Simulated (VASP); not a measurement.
A run of VASP 6.6.1 is set up as follows.

Contents of INCAR:

```
PREC = Accurate
ENCUT = 520
EDIFF = 1E-6
ISMEAR = 0
SIGMA = 0.05
LREAL = Auto
LASPH = True
NELM = 150
ALGO = Normal
ISIF = 2
LWAVE = False
LCHARG = False
ISPIN = 2
MAGMOM = 0 0 0 0 0 0 0 0 0 0 0 0 0 0 0 0 0 0 1
LORBIT = 11
GGA = PE
NBANDS = 57
```

Contents of KPOINTS:

```
Automatic mesh
0
Gamma
  2 2 1
```

Contents of POSCAR:

```
C
1.0
    7.3980000000      0.0000000000      0.0000000000
   -3.6990000000      6.4068560000      0.0000000000
    0.0000000000      0.0000000000     12.0000000000
C
19
Direct
   -0.0028362346     -0.0041603635      0.0763865299
    0.2169807132      0.1058146145      0.0771440782
   -0.0033330032      0.3286747123      0.0753685196
    0.2157229602      0.4351578101      0.0839398860
   -0.0033665671      0.6625325021      0.0751100773
    0.2156092609      0.7752190436      0.0837645430
    0.3285312665     -0.0052422835      0.0812076518
    0.5530955526      0.1069390967      0.0812836903
    0.3286081705      0.3284608471      0.0813396118
    0.5531890814      0.4406498934      0.0811281918
    0.3206516801      0.6577965528      0.1099325447
    0.5610519559      0.7775786466      0.1099771276
    0.6659845799      0.0002463005      0.0839755236
    0.8850405180      0.1066906939      0.0754151338
    0.6647258164      0.3295875531      0.0769860520
    0.8845603303      0.4395461422      0.0763142739
    0.6661351262      0.6601897380      0.0837148826
    0.8850757961      0.7728280560      0.0751362959
    0.4408935966      0.7177460441      0.2193747864
```

Potentials or basis: VASP PAW PBE potentials, release 64 (C).

Launch:

```bash
$ cat potpaw_PBE.64/C/POTCAR > POTCAR
$ mpirun -np 1 vasp_std > vasp.out
```

Problem. Estimate the largest force.

Solution. 0.092 eV/Å.

Problem. Estimate the site moments.

Solution. C +0.00, -0.00, +0.01, -0.01, +0.17 (each value once) μB.

Forces in eV/Å, atoms in the order of the input:
```
C   -0.006  0.000  0.001
C    0.007  0.004 -0.006
C   -0.005 -0.012 -0.007
C    0.001  0.002  0.007
C   -0.002 -0.008 -0.006
C    0.018  0.000 -0.004
C    0.006  0.007  0.005
C    0.007 -0.002 -0.003
C   -0.002  0.008 -0.004
C   -0.012 -0.008  0.006
C   -0.011 -0.036 -0.035
C    0.019  0.038 -0.036
C   -0.008 -0.012  0.000
C    0.009  0.026 -0.010
C    0.002 -0.006  0.011
C    0.008 -0.009 -0.006
C   -0.039 -0.009  0.001
C    0.010  0.022 -0.005
C   -0.002 -0.007  0.092
```

Caveat: the k points lie up to 0.49 Å⁻¹ apart.
